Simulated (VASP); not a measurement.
Crystal: LiH.

```
Li H
1.0
     2.62074    0.00000    0.00000
     0.00000    2.62074    0.00000
     0.00000    0.00000    2.55403
Li H
1 1
Direct
  0.00000 0.00000 0.00000
  0.50000 0.50000 0.50000
```

This cell differs from its parent crystal: epitaxial xy strain +4.8%.

Base run:

```yaml
Program: VASP 6.6.1
Functional: PBE
Potentials_or_basis: VASP PAW PBE potentials, release 64 (Li_sv, H)
Cutoff: 520 eV
k_mesh: 10 × 10 × 10
Occupations: fermi-dirac, width 0.02 eV
Spin: no spin polarisation
```

Its results: band gap on the k mesh 0.67 eV (least direct gap 4.04 eV).

Problem. The run is repeated on the same cell with these changes: functional from PBE to r2SCAN; occupations from fermi-dirac, width 0.02 eV to gaussian, width 0.01 eV. What comes out?

Solution. Band gap on the k mesh 1.20 eV (least direct gap 4.70 eV).

Caveats: the structure was generated, so it needn't be the stable form of LiH.

A k mesh can miss the band edges.
